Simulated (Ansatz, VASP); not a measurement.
## Two plane-wave programs on HfC

```
CELL_PARAMETERS angstrom
3.25762 0.00000 0.00000
-1.62881 2.82118 0.00000
0.00000 0.00000 5.22613
ATOMIC_POSITIONS crystal
Hf 0.66667 0.33333 0.75000
Hf 0.33333 0.66667 0.25000
C 0.00000 0.00000 0.00000
C 0.00000 0.00000 0.50000
```

Alike in both runs: task single point; functional PBEsol; k mesh 15 × 15 × 8; occupations gaussian, width 0.1 eV; no spin polarisation.

```csv
,VASP,Ansatz
version,VASP 6.6.1,Ansatz 0.2.0
potentials or method,"VASP PAW PBE potentials, release 64 (Hf_pv, C), cutoff 520 eV","scalar-relativistic, plane waves, PAW"
valence electrons in the cell,28,60
```

Ansatz gave:

```
gap on the k mesh at the Fermi level (eV)                     : none
pressure (GPa)                                                : 4.1
traceless stress, the component that is largest in VASP (GPa) : -4.00
```

**Question.** What did VASP give for the same quantities?

**Answer.** gap on the k mesh at the Fermi level (eV): none; pressure (GPa): 3.8; traceless stress, the component that is largest in VASP (GPa): -3.99.

VASP's potentials were made for PBE, not for PBEsol. A gap of «none» marks a metal or a gap that the smearing closes. VASP's potentials hold 28 valence electrons a cell and Ansatz's 60, so a difference there can come from the potentials and not from the codes.

Neither program's run includes spin-orbit coupling.
